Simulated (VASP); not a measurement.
# Dy3Br (Fm-3m) in VASP: a series of runs

The runs below take Dy3Br through single point, relaxation of cell and atoms, with PBE.

Program: VASP 6.6.1. These are calculated values, not measurements. Logs are shortened: lines on timing, memory, paths and dates and some standing lists are left out, and cuts for length are marked.

## 1. The cell of the first run

The structure is cubic, space group Fm-3m (No. 225). Conventional cell: a = 8.020 Å, b = 8.020 Å, c = 8.020 Å, α = 90.00°, β = 90.00°, γ = 90.00°. Within 4.6 Å of Dy (site symmetry -43m) lie 10 Dy at 3.47 to 4.01 Å and 4 Br at 3.47 Å. Dy (site symmetry m-3m) has 8 Dy at 3.47 Å and 6 Br at 4.01 Å within 4.6 Å. Within 4.6 Å of Br (site symmetry m-3m) lie 14 Dy at 3.47 to 4.01 Å.

The cell was generated, and may not be a known phase.

## 2. Single point, PBE

INCAR reads:

```
PREC     = Accurate       # precision mode
ENCUT    = 500            # plane-wave cutoff, eV
EDIFF    = 1E-6           # SCF threshold, eV
ISMEAR   = 0              # smearing method
SIGMA    = 0.1            # smearing width, eV
LREAL    = F              # projectors in reciprocal space
LASPH    = T              # aspherical terms in the spheres
NELM     = 200            # most SCF steps
ALGO     = Normal         # electronic algorithm
ISIF     = 2              # what is computed and relaxed
LWAVE    = F              # write WAVECAR
LCHARG   = F              # write CHGCAR
GGA      = PE             # functional
NBANDS   = 25             # bands
GGA_COMPAT= F            
LMAXMIX  = 6              # l up to which the mixer works
```

KPOINTS reads:

```
Automatic mesh
0
Gamma
  4 4 4
```

POSCAR reads:

```
Dy3Br
1.0
    0.0000000000      4.0099291000      4.0099291000
    4.0099291000      0.0000000000      4.0099291000
    4.0099291000      4.0099291000      0.0000000000
Dy Br
3 1
Direct
    0.7500000000      0.7500000000      0.7500000000
    0.5000000000      0.5000000000      0.5000000000
    0.2500000000      0.2500000000      0.2500000000
    0.0000000000      0.0000000000      0.0000000000
```

Potentials or basis: VASP PAW PBE potentials, release 64 (Dy_3, Br), 4f in core.

Command:

```console
cat potpaw_PBE.64/Dy_3/POTCAR potpaw_PBE.64/Br/POTCAR > POTCAR
mpirun -np 1 vasp_std > vasp.out
```

OUTCAR:

```text
PREC = Accurate
   ENCUT = 500
   EDIFF = 1E-6
   ISMEAR = 0
   LREAL = F
   LASPH = T
   NELM = 200
   ISIF = 2
   GGA = PE

 ion  position               nearest neighbor table
   1  0.750  0.750  0.750-   2 3.47   2 3.47   2 3.47   2 3.47
   2  0.500  0.500  0.500-   3 3.47   3 3.47   3 3.47   1 3.47   1 3.47   1 3.47   3 3.47   1 3.47

   3  0.250  0.250  0.250-   2 3.47   2 3.47   2 3.47   2 3.47
   4  0.000  0.000  0.000-

  LATTYP: Found a face centered cubic cell.
 ALAT       =     8.0198582000

  Lattice vectors:

 A1 = (   0.0000000000,   4.0099291000,   4.0099291000)
 A2 = (   4.0099291000,   0.0000000000,   4.0099291000)
 A3 = (   4.0099291000,   4.0099291000,   0.0000000000)

Analysis of symmetry for initial positions (statically):
=====================================================================
 Subroutine PRICEL returns:
 Original cell was already a primitive cell.

 Routine SETGRP: Setting up the symmetry group for a
 face centered cubic supercell.

 Subroutine GETGRP returns: Found 48 space group operations
 (whereof 48 operations were pure point group operations)
 out of a pool of 48 trial point group operations.

The static configuration has the point symmetry O_h .

Analysis of symmetry for dynamics (positions and initial velocities):
=====================================================================
 Subroutine PRICEL returns:
 Original cell was already a primitive cell.

 Routine SETGRP: Setting up the symmetry group for a
 face centered cubic supercell.

 Subroutine GETGRP returns: Found 48 space group operations
 (whereof 48 operations were pure point group operations)
 out of a pool of 48 trial point group operations.

The dynamic configuration has the point symmetry O_h .

 Subroutine INISYM returns: Found 48 space group operations
 (whereof 48 operations are pure point group operations),
 and found     1 'primitive' translations

----------------------------------------------------------------------------------------

                                     Primitive cell

  volume of cell :     128.9556

  direct lattice vectors                    reciprocal lattice vectors
     0.000000000  4.009929100  4.009929100    -0.124690484  0.124690484  0.124690484
     4.009929100  0.000000000  4.009929100     0.124690484 -0.124690484  0.124690484
     4.009929100  4.009929100  0.000000000     0.124690484  0.124690484 -0.124690484

  length of vectors
     5.670896117  5.670896117  5.670896117     0.215970253  0.215970253  0.215970253

  position of ions in fractional coordinates (direct lattice)
     0.750000000  0.750000000  0.750000000
     0.500000000  0.500000000  0.500000000
     0.250000000  0.250000000  0.250000000
     0.000000000  0.000000000  0.000000000

  ion indices of the primitive-cell ions
   primitive index   ion index
                 1           1
                 2           2
                 3           3
                 4           4

----------------------------------------------------------------------------------------

 KPOINTS: Automatic mesh

Automatic generation of k-mesh.
 Grid dimensions read from file:
 generate k-points for:    4    4    4

 Generating k-lattice:

  Cartesian coordinates                     Fractional coordinates (reciprocal lattice)
    -0.031172621  0.031172621  0.031172621     0.250000000  0.000000000  0.000000000
     0.031172621 -0.031172621  0.031172621     0.000000000  0.250000000  0.000000000
     0.031172621  0.031172621 -0.031172621     0.000000000  0.000000000  0.250000000

  Length of vectors
     0.053992563  0.053992563  0.053992563

  Shift w.r.t. Gamma in fractional coordinates (k-lattice)
     0.000000000  0.000000000  0.000000000

 Subroutine IBZKPT returns following result:
 ===========================================

 Found      8 irreducible k-points:

 Following reciprocal coordinates:
            Coordinates               Weight
  0.000000  0.000000  0.000000      1.000000
  0.250000  0.000000  0.000000      8.000000
  0.500000  0.000000  0.000000      4.000000
  0.250000  0.250000  0.000000      6.000000
  0.500000  0.250000  0.000000     24.000000
 -0.250000  0.250000  0.000000     12.000000
  0.500000  0.500000  0.000000      3.000000
 -0.250000  0.500000  0.250000      6.000000
   k-points           NKPTS =      8   k-points in BZ     NKDIM =      8   number of bands    NBANDS=     25
   number of dos      NEDOS =    301   number of ions     NIONS =      4
   total plane-waves  NPLWV =  74088
   dimension x,y,z NGX =    42 NGY =   42 NGZ =   42
   dimension x,y,z NGXF=    84 NGYF=   84 NGZF=   84
   ions per type =               3   1
   NGX,Y,Z   is equivalent  to a cutoff of  12.31, 12.31, 12.31 a.u.
   NGXF,Y,Z  is equivalent  to a cutoff of  24.63, 24.63, 24.63 a.u.
 SYSTEM =  unknown system
   PREC   = accura    normal or accurate (medium, high low for compatibility)
   ISTART =      0    job   : 0-new  1-cont  2-samecut
   ICHARG =      2    charge: 1-file 2-atom 10-const
   ISPIN  =      1    spin polarized calculation?
   LNONCOLLINEAR =      F non collinear calculations
   LSORBIT =      F    spin-orbit coupling
   LASPH  =      T    aspherical Exc in radial PAW
   ENCUT  =  500.0 eV  36.75 Ry    6.06 a.u.  10.34 10.34 10.34*2*pi/ulx,y,z
   NELM   =    200;   NELMIN=  2; NELMDL= -5     # of ELM steps
   EDIFF  = 0.1E-05   stopping-criterion for ELM
   LREAL  =      F    real-space projection
   EDIFFG = 0.1E-04   stopping-criterion for IOM
   NSW    =      0    number of steps for IOM
   IBRION =     -1    ionic relax: 0-MD 1-quasi-New 2-CG
   NFREE  =      0    steps in history (QN), initial steepest desc. (CG)
   ISIF   =      2    stress and relaxation
   ISYM   =      2    0-nonsym 1-usesym 2-fastsym
   POTIM  = 0.5000    time-step for ionic-motion
   TEBEG  =    0.0;   TEEND  =   0.0 temperature during run
   PSTRESS=    0.0 pullay stress
   NELECT =      34.0000    total number of electrons
   NUPDOWN=      -1.0000    fix difference up-down
   EMIN   =  10.00;   EMAX   =-10.00  energy-range for DOS
   EFERMI =   0.00;   METHOD = LEGACY
   ISMEAR =     0;   SIGMA  =   0.10  broadening in eV -4-tet -1-fermi 0-gaus
   EFERMI_NEDOS =   21; number of points for ismear=-14 and -15
   IALGO  =     38    algorithm
   IMIX   =      4    mixing-type and parameters
     AMIX     =   0.40;   BMIX     =  1.00
     AMIX_MAG =   1.60;   BMIX_MAG =  1.00
  volume/ion in A,a.u.               =      32.24       217.56
  Fermi-wavevector in a.u.,A,eV,Ry     =   1.049755  1.983749 14.993412  1.101985
  Thomas-Fermi vector in A             =   2.184730
   LORBIT       =      0    0 simple, 1 ext, 2 COOP (PROOUT), +10 PAW based schemes
   GGA     = PE    functional components
   LHFCALC =     F    Hartree Fock is set to
   AEXX    =    0.0000 exact exchange contribution
   IVDW    =     0    specifies the selected vdW correction
   LEPSILON=     F    determine dielectric tensor
   LRPA    =     F    only Hartree local field effects (RPA)
 non-spin polarized calculation
 Gauss-broadening in eV      SIGMA  =   0.10
  energy-cutoff  :      500.00
  volume of cell :      128.96
 maximum number of plane-waves:      3299
 NGX is ok and might be reduce to    42
   NGX = 21   NGY = 21   NGZ = 21

 number of electron      33.9999996 magnetization

 Free energy of the ion-electron system (eV)
  ---------------------------------------------------
  ext. energy  EPLUGINS =         0.00000000
  ---------------------------------------------------
  free energy    TOTEN  =       -14.77794725 eV

  energy without entropy =      -14.74626400  energy(sigma->0) =      -14.76210562

 E-fermi :   3.4435     XC(G=0):  -9.4636

 val. band max:        3.3611599864   @ k =   0.5000   0.5000   0.0000
 cond. band min:       3.4564370538   @ k =  -0.2500   0.5000   0.2500
 fundamental gap:      0.0952770674
 Fermi energy:         3.4435113142

 k-point     1 :       0.0000    0.0000    0.0000
  band No.  band energies     occupation
      1     -20.6205      2.00000
      2     -20.6205      2.00000
      3     -20.6205      2.00000
      4     -20.5986      2.00000
      5     -20.5986      2.00000
      6     -20.5986      2.00000
[... 17 lines left out ...]
     24       6.2797      0.00000
     25       6.2797      0.00000

 k-point     2 :       0.2500    0.0000    0.0000
  band No.  band energies     occupation
      1     -20.6543      2.00000
      2     -20.6427      2.00000
      3     -20.6427      2.00000
      4     -20.5854      2.00000
      5     -20.5854      2.00000
      6     -20.5579      2.00000
[... 17 lines left out ...]
     24       5.7644      0.00000
     25       6.4563      0.00000

 k-point     3 :       0.5000    0.0000    0.0000
  band No.  band energies     occupation
      1     -20.6569      2.00000
      2     -20.6569      2.00000
      3     -20.6342      2.00000
      4     -20.5818      2.00000
      5     -20.5800      2.00000
      6     -20.5800      2.00000
[... 17 lines left out ...]
     24       4.8125      0.00000
     25       5.0733      0.00000

 k-point     4 :       0.2500    0.2500    0.0000
  band No.  band energies     occupation
      1     -20.6858      2.00000
      2     -20.6858      2.00000
      3     -20.6213      2.00000
      4     -20.5697      2.00000
      5     -20.5509      2.00000
      6     -20.5509      2.00000
[... 17 lines left out ...]
     24       6.2288      0.00000
     25       6.7322      0.00000

 k-point     5 :       0.5000    0.2500    0.0000
  band No.  band energies     occupation
      1     -20.6969      2.00000
      2     -20.6948      2.00000
      3     -20.6359      2.00000
      4     -20.5721      2.00000
      5     -20.5475      2.00000
      6     -20.5380      2.00000
[... 17 lines left out ...]
     24       5.5442      0.00000
     25       6.0448      0.00000

 k-point     6 :      -0.2500    0.2500    0.0000
  band No.  band energies     occupation
      1     -20.6854      2.00000
      2     -20.6616      2.00000
      3     -20.6401      2.00000
      4     -20.5891      2.00000
      5     -20.5743      2.00000
      6     -20.5343      2.00000
[... 17 lines left out ...]
     24       5.6273      0.00000
     25       6.3616      0.00000

 k-point     7 :       0.5000    0.5000    0.0000
  band No.  band energies     occupation
      1     -20.7240      2.00000
      2     -20.7240      2.00000
      3     -20.6478      2.00000
      4     -20.5278      2.00000
      5     -20.5278      2.00000
      6     -20.5183      2.00000
[... 17 lines left out ...]
     24       6.5715      0.00000
     25       6.7800      0.00000

 k-point     8 :      -0.2500    0.5000    0.2500
  band No.  band energies     occupation
      1     -20.7326      2.00000
      2     -20.6379      2.00000
      3     -20.6372      2.00000
      4     -20.6372      2.00000
      5     -20.5234      2.00000
      6     -20.5226      2.00000
[... 17 lines left out ...]
     24       5.2849      0.00000
     25       5.6282      0.00000

------------------------ aborting loop because EDIFF is reached ----------------------------------------

  FORCE on cell =-STRESS in cart. coord.  units (eV):
  Direction    XX          YY          ZZ          XY          YZ          ZX
  --------------------------------------------------------------------------------------
  -------------------------------------------------------------------------------------
  Total       -1.7980237     -1.7980237     -1.7980237      0.0000000     -0.0000000      0.0000000
  in kB      -22.3391126    -22.3391126    -22.3391126      0.0000000     -0.0000000      0.0000000
  external PRESSURE =     -22.3391126 kB  Pullay stress =       0.0000000 kB

 VOLUME and BASIS-vectors are now :
 -----------------------------------------------------------------------------
  energy-cutoff  :      500.00
  volume of cell :      128.96
      direct lattice vectors                 reciprocal lattice vectors
     0.000000000  4.009929100  4.009929100    -0.124690484  0.124690484  0.124690484
     4.009929100  0.000000000  4.009929100     0.124690484 -0.124690484  0.124690484
     4.009929100  4.009929100  0.000000000     0.124690484  0.124690484 -0.124690484

 POSITION                                       TOTAL-FORCE (eV/Angst)
 -----------------------------------------------------------------------------------
      6.01489      6.01489      6.01489         0.000000     -0.000000      0.000000
      4.00993      4.00993      4.00993        -0.000000     -0.000000     -0.000000
      2.00496      2.00496      2.00496        -0.000000      0.000000     -0.000000
      0.00000      0.00000      0.00000        -0.000000     -0.000000     -0.000000
 -----------------------------------------------------------------------------------
    total drift:                               -0.000000     -0.000000      0.000000

  FREE ENERGIE OF THE ION-ELECTRON SYSTEM (eV)
  ---------------------------------------------------
  free  energy   TOTEN  =       -14.7779472487 eV

  energy  without entropy=      -14.7462639984  energy(sigma->0) =      -14.76210562
```

It took 20 s on 1 thread of Intel Xeon 6975P-C (Granite Rapids), shared host; peak memory 0.25 GiB.

What came out:

- Free energy: -14.7779 eV
- Pressure: -2.2 GPa
- Band gap on the k mesh: zero (bands 17 and 18 overlap by 0.36 eV)

Levels at points of the mesh, in eV from the Fermi level:
| k point | band 13 | band 14 | band 15 | band 16 | band 17 | band 18 | band 19 | band 20 | band 21 | band 22 |
| --- | --- | --- | --- | --- | --- | --- | --- | --- | --- | --- |
| (0.00, 0.00, 0.00) | -4.87 | -3.98 | -1.21 | -1.21 | 0.25 | 0.25 | 0.25 | 1.26 | 1.26 | 1.26 |
| (0.50, 0.00, 0.00) | -4.89 | -1.27 | -1.18 | -0.11 | -0.11 | -0.11 | 0.19 | 0.19 | 1.22 | 1.22 |
| (0.50, 0.50, 0.00) | -4.77 | -2.03 | -1.90 | -0.08 | 0.04 | 0.13 | 0.24 | 0.24 | 1.37 | 1.43 |

Caveat: spin-orbit coupling is left out, which moves the levels of the heavy elements; the 4f electrons are frozen in the core, so they carry no moment and show no levels; the run has no spin polarisation, though such a crystal can be magnetic. Spin polarisation is off, so any magnetic state and its effect on volume and gap are missing.

## 3. Single point, PBE

This run uses another cell than the first one, of 29.86 Å³/atom.

INCAR reads:

```
PREC     = Accurate       # precision mode
ENCUT    = 500            # plane-wave cutoff, eV
EDIFF    = 1E-6           # SCF threshold, eV
ISMEAR   = 0              # smearing method
SIGMA    = 0.1            # smearing width, eV
LREAL    = False          # projectors in reciprocal space
LASPH    = True           # aspherical terms in the spheres
NELM     = 200            # most SCF steps
ALGO     = Normal         # electronic algorithm
ISIF     = 2              # what is computed and relaxed
LWAVE    = False          # write WAVECAR
LCHARG   = False          # write CHGCAR
GGA      = PE             # functional
NBANDS   = 25             # bands
GGA_COMPAT= False        
LMAXMIX  = 6              # l up to which the mixer works
```

KPOINTS reads:

```
Automatic mesh
0
Gamma
  10 10 10
```

POSCAR reads:

```
Dy3Br
1.0
    0.0000000000      3.9088694112      3.9088694112
    3.9088694112      0.0000000000      3.9088694112
    3.9088694112      3.9088694112      0.0000000000
Dy Br
3 1
Direct
    0.7500000000      0.7500000000      0.7500000000
    0.5000000000      0.5000000000      0.5000000000
    0.2500000000      0.2500000000      0.2500000000
    0.0000000000      0.0000000000      0.0000000000
```

Potentials or basis: VASP PAW PBE potentials, release 64 (Dy_3, Br), 4f in core.

Command:

```console
cat potpaw_PBE.64/Dy_3/POTCAR potpaw_PBE.64/Br/POTCAR > POTCAR
mpirun -np 1 vasp_std > vasp.out
```

OUTCAR:

```text
PREC = Accurate
   ENCUT = 500
   EDIFF = 1E-6
   ISMEAR = 0
   LREAL = False
   LASPH = True
   NELM = 200
   ISIF = 2
   GGA = PE

 ion  position               nearest neighbor table
   1  0.750  0.750  0.750-   2 3.39   2 3.39   2 3.39   2 3.39
   2  0.500  0.500  0.500-   1 3.39   3 3.39   3 3.39   3 3.39   3 3.39   1 3.39   1 3.39   1 3.39

   3  0.250  0.250  0.250-   2 3.39   2 3.39   2 3.39   2 3.39
   4  0.000  0.000  0.000-

  LATTYP: Found a face centered cubic cell.
[... 869 lines left out ...]
  FORCE on cell =-STRESS in cart. coord.  units (eV):
  Direction    XX          YY          ZZ          XY          YZ          ZX
  --------------------------------------------------------------------------------------
  -------------------------------------------------------------------------------------
  Total        0.1243103      0.1243103      0.1243103      0.0000000      0.0000000     -0.0000000
  in kB        1.6673781      1.6673781      1.6673781      0.0000000      0.0000000     -0.0000000
  external PRESSURE =       1.6673781 kB  Pullay stress =       0.0000000 kB

 VOLUME and BASIS-vectors are now :
 -----------------------------------------------------------------------------
  energy-cutoff  :      500.00
  volume of cell :      119.45
      direct lattice vectors                 reciprocal lattice vectors
     0.000000000  3.908869411  3.908869411    -0.127914225  0.127914225  0.127914225
     3.908869411  0.000000000  3.908869411     0.127914225 -0.127914225  0.127914225
     3.908869411  3.908869411  0.000000000     0.127914225  0.127914225 -0.127914225

 POSITION                                       TOTAL-FORCE (eV/Angst)
 -----------------------------------------------------------------------------------
      5.86330      5.86330      5.86330         0.000000     -0.000000     -0.000000
      3.90887      3.90887      3.90887        -0.000000     -0.000000     -0.000000
      1.95443      1.95443      1.95443         0.000000      0.000000      0.000000
      0.00000      0.00000      0.00000        -0.000000     -0.000000     -0.000000
 -----------------------------------------------------------------------------------
    total drift:                               -0.000000      0.000000      0.000000

  FREE ENERGIE OF THE ION-ELECTRON SYSTEM (eV)
  ---------------------------------------------------
  free  energy   TOTEN  =       -14.8209550401 eV

  energy  without entropy=      -14.7864013224  energy(sigma->0) =      -14.80367818
```

stdout:

```text
POSCAR found type information on POSCAR DyBr
 POSCAR found :  2 types and       4 ions
 scaLAPACK will be used
 LDA part: xc-table for (Slater+PW92), standard interpolation
 POSCAR, INCAR and KPOINTS ok, starting setup
 FFT: planning ... GRIDC
 FFT: planning ... GRID_SOFT
 FFT: planning ... GRID
 WAVECAR not read
 entering main loop
```

Wall time 72 s (1 thread of Intel Xeon 6975P-C (Granite Rapids), shared host); peak memory 0.3 GiB.

What came out:

```
Free energy            : -14.8210 eV
Pressure               : 0.2 GPa
Band gap on the k mesh : zero (bands 17 and 18 overlap by 0.57 eV)
```

Levels at points of the mesh, in eV from the Fermi level:
```
           k point  band 15  band 16  band 17  band 18  band 19  band 20
(0.00, 0.00, 0.00)    -1.39    -1.39     0.30     0.30     0.30     1.48
(0.50, 0.00, 0.00)    -1.05    -0.13    -0.13    -0.07     0.24     0.24
(0.50, 0.50, 0.00)    -2.00    -0.03     0.09     0.21     0.21     0.29
```

Caveat: spin-orbit coupling is left out, which moves the levels of the heavy elements; the 4f electrons are frozen in the core, so they carry no moment and show no levels; the run has no spin polarisation, though such a crystal can be magnetic. Spin polarisation is off, so any magnetic state and its effect on volume and gap are missing.

[end of part 1 of 2]

The gap in the log of VASP goes by the Fermi energy; the results here count the filled bands.